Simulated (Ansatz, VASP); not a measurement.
**One calculation of S, two programs**

```
CELL_PARAMETERS angstrom
7.46379 0.00000 0.00000
-3.73190 6.46384 0.00000
0.00000 0.00000 4.37938
ATOMIC_POSITIONS crystal
S 0.11493 0.11493 0.50000
S 0.45704 0.69065 0.73738
S 0.69065 0.45704 0.26262
S 0.88507 0.00000 0.16667
S 0.23362 0.54296 0.07072
S 0.30935 0.76638 0.40405
S 0.54296 0.23362 0.92928
S 0.76638 0.30935 0.59595
S 0.00000 0.88507 0.83333
```

Alike in both runs: functional PBE; dispersion D3(BJ); k mesh 6 × 6 × 6; occupations gaussian, width 0.02 eV; no spin polarisation.

Ansatz relaxed the structure, and its values are those at the end. VASP's run is a single point on that final structure, the one shown.

```csv
,VASP,Ansatz
version,VASP 6.6.1,Ansatz 0.2.0
potentials or method,"VASP PAW PBE potentials, release 64 (S), cutoff 520 eV","scalar-relativistic, plane waves, PAW"
valence electrons in the cell,54,54
```

Ansatz gave:

```
gap on the k mesh at the Fermi level (eV) : 1.81
least direct gap on the mesh (eV)         : 1.95
pressure (GPa)                            : 0.0
rms of the force components (eV/Å)        : 0.006
```

**Question.** Which values does VASP return?

**Answer.** gap on the k mesh at the Fermi level (eV): 1.86; least direct gap on the mesh (eV): 2.00; pressure (GPa): -0.6; rms of the force components (eV/Å): 0.072.
